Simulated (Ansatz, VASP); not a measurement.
**Ga4O: VASP beside Ansatz**

Contents of INCAR:

```
SYSTEM = Ga4O
ALGO     = Normal         ! electronic algorithm
EDIFF    = 1E-7           ! SCF threshold, eV
EDIFFG   = -0.01          ! ionic threshold
ENCUT    = 600            ! plane-wave cutoff, eV
GGA      = PE             ! functional
IBRION   = 2              ! ionic algorithm
ISIF     = 3              ! what is computed and relaxed
ISMEAR   = 0              ! smearing method
LASPH    = .TRUE.         ! aspherical terms in the spheres
LCHARG   = .FALSE.        ! write CHGCAR
LREAL    = .FALSE.        ! projectors in reciprocal space
LWAVE    = .FALSE.        ! write WAVECAR
NELM     = 80             ! most SCF steps
NSW      = 100            ! ionic steps
PREC     = Accurate       ! precision mode
SIGMA    = 0.1            ! smearing width, eV
```

File KPOINTS:

```
k-points
0
G
  8 8 8
  0 0 0
```

The input POSCAR:

```
Ga4O
1.0
    4.3979385500      0.0000000000      0.0000000000
    0.0000000000      4.3979385500      0.0000000000
    0.0000000000      0.0000000000      4.3979385500
Ga O
4 1
Direct
    0.0000000000      0.0000000000      0.0000000000
    0.5000000000      0.5000000000      0.0000000000
    0.5000000000      0.0000000000      0.5000000000
    0.0000000000      0.5000000000      0.5000000000
    0.5000000000      0.5000000000      0.5000000000
```

Input for Ansatz:

```yaml
crystal:
  lattice:
    - [4.39793855, 0.0, 0.0]
    - [0.0, 4.39793855, 0.0]
    - [0.0, 0.0, 4.39793855]
  atoms:
    - { symbol: Ga, position: [0.0, 0.0, 0.0] }
    - { symbol: Ga, position: [0.5, 0.5, 0.0] }
    - { symbol: Ga, position: [0.5, 0.0, 0.5] }
    - { symbol: Ga, position: [0.0, 0.5, 0.5] }
    - { symbol: O, position: [0.5, 0.5, 0.5] }
basis:
  ecutwfc: 420
kpoints:
  mp_grid: { grid: [8, 8, 8] }
hamiltonian:
  xc: pbe
scf:
  occupations: { method: gaussian, width: 0.1 }
output:
  forces: true
  stress: true
  eigenvalues: true
  write_density: true
  write_potential: true
  elf: true
  volumetric_format: npy
relax:
  adjacent_minimum: "off"
  f_tol: 0.01
  max_steps: 80
  cell: { stress_tol: 0.05 }
```

Change from the starting cell: species swapped into the Mn4N type (Pm-3m, No. 221).

Alike in both runs: task relaxation of cell and atoms; functional PBE; k mesh 8 × 8 × 8; occupations gaussian, width 0.1 eV; no spin polarisation.

|  | VASP | Ansatz |
| --- | --- | --- |
| version | VASP 6.6.1 | Ansatz 0.2.0 |
| potentials or method | VASP PAW PBE potentials, release 64 (Ga_d, O), cutoff 600 eV | scalar-relativistic, plane waves, PAW |
| valence electrons in the cell | 58 | 58 |

```tsv
	VASP	Ansatz	Ansatz less VASP
gap on the k mesh at the Fermi level, each at its own relaxed structure (eV)	none	none	-
relaxed volume (Å³/atom)	17.83	17.77	-0.061
relaxed cell length with the largest relative difference (Å)	4.467	4.462	-0.0051
```

A gap of «none» marks a metal or a gap that the smearing closes.
